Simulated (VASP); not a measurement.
Input of a VASP 6.6.1 run:

Contents of INCAR:

```
SYSTEM = BAs
ALGO = Normal
EDIFF = 1E-7
EDIFFG = -0.005
ENCUT = 600
GGA = PE
IBRION = 2
ISIF = 3
ISMEAR = -1
LASPH = .True.
LCHARG = .False.
LREAL = .False.
LWAVE = .False.
NELM = 100
NSW = 100
PREC = Accurate
SIGMA = 0.05
```

File KPOINTS:

```
k-points
0
Gamma
  14 14 14
  0 0 0
```

File POSCAR:

```
BAs
1.0
    0.0000000000      2.2322827293      2.2322827293
    2.2322827293      0.0000000000      2.2322827293
    2.2322827293      2.2322827293      0.0000000000
B As
1 1
Direct
    0.0000000000      0.0000000000      0.0000000000
    0.5000000000      0.5000000000      0.5000000000
```

Potentials or basis: VASP PAW PBE potentials, release 64 (B, As).

Command:

```console
$ cat potpaw_PBE.64/B/POTCAR potpaw_PBE.64/As/POTCAR > POTCAR
$ mpirun -np 1 vasp_std > vasp.out
```

Q: Estimate the relaxed cell.

A: a = 3.265 Å, b = 3.265 Å, c = 3.265 Å, α = 60.00°, β = 60.00°, γ = 60.00°.

Q: What does it give for the band gap on the k mesh?

A: Zero (band 4 reaches 8.82 eV, above the bottom of band 5 at 3.85 eV).

Q: Estimate the space group after relaxing (to 0.05 Å).

A: Fm-3m (No. 225).

Step by step:
```
step  energy change (eV)  largest force (eV/Å)  pressure (GPa)  volume (Å³)
   1              0.0000                0.0000           16.26        22.25
   2             -0.0777                0.0000           -6.65        26.08
   3             -0.1098                0.0000            0.01        24.61
```
